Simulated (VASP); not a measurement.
# InP (Fm-3m) in VASP: further runs

The runs below take InP through electric field gradients, with PBE.

Program: VASP 6.6.1. These are calculated values, not measurements. Logs are shortened: lines on timing, memory, paths and dates and some standing lists are left out, and cuts for length are marked.

### 1 The cell of the first run

It takes space group Fm-3m (No. 225, cubic). Conventional cell: a = 5.672 Å, b = 5.672 Å, c = 5.672 Å, α = 90.00°, β = 90.00°, γ = 90.00°. In (site symmetry m-3m) has 6 P at 2.84 Å within 3.7 Å. Within 3.7 Å of P (site symmetry m-3m) lie 6 In at 2.84 Å.

### 2 Electric field gradients, PBE (22.81 Å³/atom)

Contents of INCAR:

```
PREC = Accurate ; ENCUT = 520
EDIFF = 1E-8 ; ISMEAR = -1
SIGMA = 0.03 ; LREAL = False
LASPH = True ; NELM = 80
ALGO = Normal ; ISIF = 2
LWAVE = False ; LCHARG = False
GGA = PE ; LEFG = True
NBANDS = 16
```

Contents of KPOINTS:

```
regular mesh
0
Gamma
  11 11 11
```

Contents of POSCAR:

```
InP
1.0
    0.0000000000      2.8358383488      2.8358383488
    2.8358383488      0.0000000000      2.8358383488
    2.8358383488      2.8358383488      0.0000000000
In P
1 1
Direct
    0.0000000000      0.0000000000      0.0000000000
    0.5000000000      0.5000000000      0.5000000000
```

Potentials or basis: VASP PAW PBE potentials, release 64 (In_d, P).

On the command line:

```sh
$ cat potpaw_PBE.64/In_d/POTCAR potpaw_PBE.64/P/POTCAR > POTCAR
$ mpirun -np 1 vasp_std > vasp.out
```

OUTCAR:

```text
PREC = Accurate
   ENCUT = 520
   EDIFF = 1E-8
   ISMEAR = -1
   LREAL = False
   LASPH = True
   NELM = 80
   ISIF = 2
   GGA = PE

 ion  position               nearest neighbor table
   1  0.000  0.000  0.000-   2 2.84   2 2.84   2 2.84   2 2.84   2 2.84   2 2.84
   2  0.500  0.500  0.500-   1 2.84   1 2.84   1 2.84   1 2.84   1 2.84   1 2.84

  LATTYP: Found a face centered cubic cell.
 ALAT       =     5.6716766976

  Lattice vectors:

 A1 = (   0.0000000000,   2.8358383488,   2.8358383488)
 A2 = (   2.8358383488,   0.0000000000,   2.8358383488)
 A3 = (   2.8358383488,   2.8358383488,   0.0000000000)

Analysis of symmetry for initial positions (statically):
=====================================================================
 Subroutine PRICEL returns:
 Original cell was already a primitive cell.

 Routine SETGRP: Setting up the symmetry group for a
 face centered cubic supercell.

 Subroutine GETGRP returns: Found 48 space group operations
 (whereof 48 operations were pure point group operations)
 out of a pool of 48 trial point group operations.

The static configuration has the point symmetry O_h .

Analysis of symmetry for dynamics (positions and initial velocities):
=====================================================================
 Subroutine PRICEL returns:
 Original cell was already a primitive cell.

 Routine SETGRP: Setting up the symmetry group for a
 face centered cubic supercell.

 Subroutine GETGRP returns: Found 48 space group operations
 (whereof 48 operations were pure point group operations)
 out of a pool of 48 trial point group operations.

The dynamic configuration has the point symmetry O_h .

 Subroutine INISYM returns: Found 48 space group operations
 (whereof 48 operations are pure point group operations),
 and found     1 'primitive' translations

----------------------------------------------------------------------------------------

                                     Primitive cell

  volume of cell :      45.6115

  direct lattice vectors                    reciprocal lattice vectors
     0.000000000  2.835838349  2.835838349    -0.176314704  0.176314704  0.176314704
     2.835838349  0.000000000  2.835838349     0.176314704 -0.176314704  0.176314704
     2.835838349  2.835838349  0.000000000     0.176314704  0.176314704 -0.176314704

  length of vectors
     4.010481054  4.010481054  4.010481054     0.305386026  0.305386026  0.305386026

  position of ions in fractional coordinates (direct lattice)
     0.000000000  0.000000000  0.000000000
     0.500000000  0.500000000  0.500000000

  ion indices of the primitive-cell ions
   primitive index   ion index
                 1           1
                 2           2

----------------------------------------------------------------------------------------

 KPOINTS: regular mesh

Automatic generation of k-mesh.
 Grid dimensions read from file:
 generate k-points for:   11   11   11

 Generating k-lattice:

  Cartesian coordinates                     Fractional coordinates (reciprocal lattice)
    -0.016028609  0.016028609  0.016028609     0.090909091  0.000000000  0.000000000
     0.016028609 -0.016028609  0.016028609     0.000000000  0.090909091  0.000000000
     0.016028609  0.016028609 -0.016028609     0.000000000  0.000000000  0.090909091

  Length of vectors
     0.027762366  0.027762366  0.027762366

  Shift w.r.t. Gamma in fractional coordinates (k-lattice)
     0.000000000  0.000000000  0.000000000

 Subroutine IBZKPT returns following result:
 ===========================================

 Found     56 irreducible k-points:

 Following reciprocal coordinates:
            Coordinates               Weight
  0.000000  0.000000  0.000000      1.000000
  0.090909  0.000000  0.000000      8.000000
  0.181818  0.000000  0.000000      8.000000
  0.272727  0.000000  0.000000      8.000000
  0.363636  0.000000  0.000000      8.000000
  0.454545  0.000000  0.000000      8.000000
[... 16 lines left out ...]
 -0.272727  0.181818  0.000000     24.000000
 -0.181818  0.181818  0.000000     12.000000
 [... further k-points ...]
   k-points           NKPTS =     56   k-points in BZ     NKDIM =     56   number of bands    NBANDS=     16
   number of dos      NEDOS =    301   number of ions     NIONS =      2
   total plane-waves  NPLWV =  27000
   dimension x,y,z NGX =    30 NGY =   30 NGZ =   30
   dimension x,y,z NGXF=    60 NGYF=   60 NGZF=   60
   ions per type =               1   1
   NGX,Y,Z   is equivalent  to a cutoff of  12.44, 12.44, 12.44 a.u.
   NGXF,Y,Z  is equivalent  to a cutoff of  24.87, 24.87, 24.87 a.u.
 SYSTEM =  unknown system
   PREC   = accura    normal or accurate (medium, high low for compatibility)
   ISTART =      0    job   : 0-new  1-cont  2-samecut
   ICHARG =      2    charge: 1-file 2-atom 10-const
   ISPIN  =      1    spin polarized calculation?
   LNONCOLLINEAR =      F non collinear calculations
   LSORBIT =      F    spin-orbit coupling
   LASPH  =      T    aspherical Exc in radial PAW
   ENCUT  =  520.0 eV  38.22 Ry    6.18 a.u.   7.46  7.46  7.46*2*pi/ulx,y,z
   NELM   =     80;   NELMIN=  2; NELMDL= -5     # of ELM steps
   EDIFF  = 0.1E-07   stopping-criterion for ELM
   LREAL  =      F    real-space projection
   EDIFFG = 0.1E-06   stopping-criterion for IOM
   NSW    =      0    number of steps for IOM
   IBRION =     -1    ionic relax: 0-MD 1-quasi-New 2-CG
   NFREE  =      0    steps in history (QN), initial steepest desc. (CG)
   ISIF   =      2    stress and relaxation
   ISYM   =      2    0-nonsym 1-usesym 2-fastsym
   POTIM  = 0.5000    time-step for ionic-motion
   TEBEG  =    0.0;   TEEND  =   0.0 temperature during run
   PSTRESS=    0.0 pullay stress
   NELECT =      18.0000    total number of electrons
   NUPDOWN=      -1.0000    fix difference up-down
   EMIN   =  10.00;   EMAX   =-10.00  energy-range for DOS
   EFERMI =   0.00;   METHOD = LEGACY
   ISMEAR =    -1;   SIGMA  =   0.03  broadening in eV -4-tet -1-fermi 0-gaus
   EFERMI_NEDOS =   21; number of points for ismear=-14 and -15
   IALGO  =     38    algorithm
   IMIX   =      4    mixing-type and parameters
     AMIX     =   0.40;   BMIX     =  1.00
     AMIX_MAG =   1.60;   BMIX_MAG =  1.00
  volume/ion in A,a.u.               =      22.81       153.90
  Fermi-wavevector in a.u.,A,eV,Ry     =   1.200810  2.269201 19.618839  1.441944
  Thomas-Fermi vector in A             =   2.336636
   LORBIT       =      0    0 simple, 1 ext, 2 COOP (PROOUT), +10 PAW based schemes
   GGA     = PE    functional components
[... 5 lines left out ...]
 non-spin polarized calculation
  energy-cutoff  :      520.00
  volume of cell :       45.61
 maximum number of plane-waves:      1245
 NGX is ok and might be reduce to    30
   NGX = 15   NGY = 15   NGZ = 15

 number of electron      17.9999990 magnetization

 Free energy of the ion-electron system (eV)
  ---------------------------------------------------
  ext. energy  EPLUGINS =         0.00000000
  ---------------------------------------------------
  free energy    TOTEN  =        -7.87571643 eV

  energy without entropy =       -7.87331084  energy(sigma->0) =       -7.87451364

 E-fermi :   6.1696     XC(G=0): -10.0686

 val. band max:        6.1620872935   @ k =   0.0000   0.0000   0.0000
 cond. band min:       6.1782081581   @ k =  -0.0909   0.0909   0.0000
 fundamental gap:      0.0161208646
 Fermi energy:         6.1695573001

 k-point     1 :       0.0000    0.0000    0.0000
  band No.  band energies     occupation
      1      -7.9483      2.00000
      2      -7.9483      2.00000
      3      -7.9330      2.00000
      4      -7.9330      2.00000
      5      -7.9330      2.00000
      6      -5.3147      2.00000
[... 8 lines left out ...]
     15      14.2344      0.00000
     16      14.2344      0.00000

 k-point     2 :       0.0909    0.0000    0.0000
  band No.  band energies     occupation
      1      -7.9512      2.00000
      2      -7.9512      2.00000
      3      -7.9330      2.00000
      4      -7.9288      2.00000
      5      -7.9288      2.00000
      6      -5.2204      2.00000
[... 8 lines left out ...]
     15      13.8048      0.00000
     16      14.2970      0.00000
[... 387 lines left out ...]
      5      -7.8893      2.00000
      6      -3.8361      2.00000
[... 8 lines left out ...]
     15      16.1478      0.00000
     16      18.1637      0.00000

 k-point    24 :      -0.1818    0.1818    0.0000
  band No.  band energies     occupation
      1      -7.9817      2.00000
      2      -7.9768      2.00000
      3      -7.9299      2.00000
      4      -7.9049      2.00000
      5      -7.8935      2.00000
      6      -4.3412      2.00000
[... 8 lines left out ...]
     15      15.9909      0.00000
     16      17.0099      0.00000

 [... further k-points ...]

------------------------ aborting loop because EDIFF is reached ----------------------------------------

  FORCE on cell =-STRESS in cart. coord.  units (eV):
  Direction    XX          YY          ZZ          XY          YZ          ZX
  --------------------------------------------------------------------------------------
  -------------------------------------------------------------------------------------
  Total       -1.2626285     -1.2626285     -1.2626285     -0.0000000      0.0000000      0.0000000
  in kB      -44.3518537    -44.3518537    -44.3518537     -0.0000000      0.0000000      0.0000000
  external PRESSURE =     -44.3518537 kB  Pullay stress =       0.0000000 kB

 VOLUME and BASIS-vectors are now :
 -----------------------------------------------------------------------------
  energy-cutoff  :      520.00
  volume of cell :       45.61
      direct lattice vectors                 reciprocal lattice vectors
     0.000000000  2.835838349  2.835838349    -0.176314704  0.176314704  0.176314704
     2.835838349  0.000000000  2.835838349     0.176314704 -0.176314704  0.176314704
     2.835838349  2.835838349  0.000000000     0.176314704  0.176314704 -0.176314704

 POSITION                                       TOTAL-FORCE (eV/Angst)
 -----------------------------------------------------------------------------------
      0.00000      0.00000      0.00000         0.000000      0.000000      0.000000
      2.83584      2.83584      2.83584         0.000000      0.000000     -0.000000
 -----------------------------------------------------------------------------------
    total drift:                               -0.000000      0.000000      0.000000

  FREE ENERGIE OF THE ION-ELECTRON SYSTEM (eV)
  ---------------------------------------------------
  free  energy   TOTEN  =        -7.8757164309 eV

  energy  without entropy=       -7.8733108407  energy(sigma->0) =       -7.87451364

 Electric field gradients (V/A^2)
---------------------------------------------------------------------
 ion       V_xx      V_yy      V_zz      V_xy      V_xz      V_yz
---------------------------------------------------------------------
   1       0.000    -0.000     0.000    -0.000    -0.000    -0.000
   2      -0.000     0.000    -0.000    -0.000    -0.000    -0.000
---------------------------------------------------------------------

 Electric field gradients after diagonalization (V/A^2)
 (convention: |V_zz| > |V_xx| > |V_yy|)
----------------------------------------------------------------------
 ion       V_xx      V_yy      V_zz     asymmetry (V_yy - V_xx)/ V_zz
----------------------------------------------------------------------
   1       0.000     0.000    -0.001       0.000
   2       0.000     0.000    -0.000       0.000
----------------------------------------------------------------------

           NMR quadrupolar parameters

 Cq : quadrupolar parameter    Cq=e*Q*V_zz/h
 eta: asymmetry parameters     (V_yy - V_xx)/ V_zz
 Q  : nuclear electric quadrupole moment in mb (millibarn)
----------------------------------------------------------------------
 ion       Cq(MHz)       eta       Q (mb)
----------------------------------------------------------------------
   1      -0.000       0.000       1.000
   2      -0.000       0.000       1.000
----------------------------------------------------------------------
```

Run time: 63 s. Hardware: 1 thread of AMD EPYC 7R13, shared host; peak memory 0.16 GiB.

What came out:

```yaml
Free_energy: -7.8757 eV
Pressure: -4.4 GPa
Band_gap_on_the_k_mesh: zero (bands 9 and 10 overlap by 2.36 eV)
Largest_electric_field_gradient_by_atom: zero within the noise of the run
```

Caveat: the cell stands under tension; spin-orbit coupling is left out, which moves the levels of the heavy elements.

### 3 Electric field gradients, PBE (22.81 Å³/atom)

Contents of INCAR:

```
SYSTEM = InP
  PREC = Accurate
  ENCUT = 520
  EDIFF = 1E-8
  ISMEAR = -1
  SIGMA = 0.03
  LREAL = .FALSE.
  LASPH = .TRUE.
  NELM = 80
  ALGO = Normal
  ISIF = 2
  LWAVE = .FALSE.
  LCHARG = .FALSE.
  GGA = PE
  LEFG = .TRUE.
  NBANDS = 16
```

Contents of KPOINTS:

```
Automatic mesh
0
G
  11 11 11
  0 0 0
```

POSCAR is that of step 2.

Potentials or basis: VASP PAW PBE potentials, release 64 (In_d, P).

On the command line:

```sh
$ cat potpaw_PBE.64/In_d/POTCAR potpaw_PBE.64/P/POTCAR > POTCAR
$ mpirun -np 1 vasp_std > vasp.out
```

OUTCAR:

```text
SYSTEM = InP
   PREC = Accurate
   ENCUT = 520
   EDIFF = 1E-8
   ISMEAR = -1
   LREAL = .FALSE.
   LASPH = .TRUE.
   NELM = 80
   ISIF = 2
   GGA = PE

 ion  position               nearest neighbor table
   1  0.000  0.000  0.000-   2 2.84   2 2.84   2 2.84   2 2.84   2 2.84   2 2.84
   2  0.500  0.500  0.500-   1 2.84   1 2.84   1 2.84   1 2.84   1 2.84   1 2.84

  LATTYP: Found a face centered cubic cell.
 ALAT       =     5.6716766976

  Lattice vectors:

 A1 = (   0.0000000000,   2.8358383488,   2.8358383488)
 A2 = (   2.8358383488,   0.0000000000,   2.8358383488)
 A3 = (   2.8358383488,   2.8358383488,   0.0000000000)

Analysis of symmetry for initial positions (statically):
=====================================================================
 Subroutine PRICEL returns:
 Original cell was already a primitive cell.

 Routine SETGRP: Setting up the symmetry group for a
 face centered cubic supercell.

 Subroutine GETGRP returns: Found 48 space group operations
 (whereof 48 operations were pure point group operations)
 out of a pool of 48 trial point group operations.

The static configuration has the point symmetry O_h .

Analysis of symmetry for dynamics (positions and initial velocities):
=====================================================================
 Subroutine PRICEL returns:
 Original cell was already a primitive cell.

 Routine SETGRP: Setting up the symmetry group for a
 face centered cubic supercell.

 Subroutine GETGRP returns: Found 48 space group operations
 (whereof 48 operations were pure point group operations)
 out of a pool of 48 trial point group operations.

[... 160 lines left out ...]
      4      -7.9330      2.00000
      5      -7.9330      2.00000
      6      -5.3147      2.00000
[... 433 lines left out ...]
      3      -7.9299      2.00000
      4      -7.9049      2.00000
      5      -7.8935      2.00000
      6      -4.3412      2.00000
[... 8 lines left out ...]
     15      15.9909      0.00000
     16      17.0099      0.00000

 [... further k-points ...]

------------------------ aborting loop because EDIFF is reached ----------------------------------------

  FORCE on cell =-STRESS in cart. coord.  units (eV):
  Direction    XX          YY          ZZ          XY          YZ          ZX
  --------------------------------------------------------------------------------------
  -------------------------------------------------------------------------------------
  Total       -1.2626285     -1.2626285     -1.2626285     -0.0000000      0.0000000      0.0000000
  in kB      -44.3518537    -44.3518537    -44.3518537     -0.0000000      0.0000000      0.0000000
  external PRESSURE =     -44.3518537 kB  Pullay stress =       0.0000000 kB

 VOLUME and BASIS-vectors are now :
 -----------------------------------------------------------------------------
  energy-cutoff  :      520.00
  volume of cell :       45.61
      direct lattice vectors                 reciprocal lattice vectors
     0.000000000  2.835838349  2.835838349    -0.176314704  0.176314704  0.176314704
     2.835838349  0.000000000  2.835838349     0.176314704 -0.176314704  0.176314704
     2.835838349  2.835838349  0.000000000     0.176314704  0.176314704 -0.176314704

 POSITION                                       TOTAL-FORCE (eV/Angst)
 -----------------------------------------------------------------------------------
      0.00000      0.00000      0.00000         0.000000      0.000000      0.000000
      2.83584      2.83584      2.83584         0.000000      0.000000     -0.000000
 -----------------------------------------------------------------------------------
    total drift:                               -0.000000      0.000000      0.000000

  FREE ENERGIE OF THE ION-ELECTRON SYSTEM (eV)
  ---------------------------------------------------
  free  energy   TOTEN  =        -7.8757164309 eV

  energy  without entropy=       -7.8733108407  energy(sigma->0) =       -7.87451364

 Electric field gradients (V/A^2)
---------------------------------------------------------------------
 ion       V_xx      V_yy      V_zz      V_xy      V_xz      V_yz
---------------------------------------------------------------------
   1       0.000    -0.000     0.000    -0.000    -0.000    -0.000
   2      -0.000     0.000    -0.000    -0.000    -0.000    -0.000
---------------------------------------------------------------------

 Electric field gradients after diagonalization (V/A^2)
 (convention: |V_zz| > |V_xx| > |V_yy|)
----------------------------------------------------------------------
 ion       V_xx      V_yy      V_zz     asymmetry (V_yy - V_xx)/ V_zz
----------------------------------------------------------------------
   1       0.000     0.000    -0.001       0.000
   2       0.000     0.000    -0.000       0.000
----------------------------------------------------------------------

           NMR quadrupolar parameters

 Cq : quadrupolar parameter    Cq=e*Q*V_zz/h
 eta: asymmetry parameters     (V_yy - V_xx)/ V_zz
 Q  : nuclear electric quadrupole moment in mb (millibarn)
----------------------------------------------------------------------
 ion       Cq(MHz)       eta       Q (mb)
----------------------------------------------------------------------
   1      -0.000       0.000       1.000
   2      -0.000       0.000       1.000
----------------------------------------------------------------------
```

Wall time 83 s (1 thread of AMD EPYC 7R13, shared host); peak memory 0.16 GiB.

Results:

* Free energy: -7.8757 eV
* Pressure: -4.4 GPa
* Band gap on the k mesh: zero (bands 9 and 10 overlap by 2.36 eV)
* Largest electric field gradient by atom: zero within the noise of the run

Levels at points of the mesh, in eV from the Fermi level:
```csv
k point,band 7,band 8,band 9,band 10,band 11,band 12
"(0.00, 0.00, 0.00)",-0.21,-0.21,-0.21,-0.01,7.10,7.10
```

Caveat: the cell stands under tension; spin-orbit coupling is left out, which moves the levels of the heavy elements.

(Continued in part 2 of 2.)
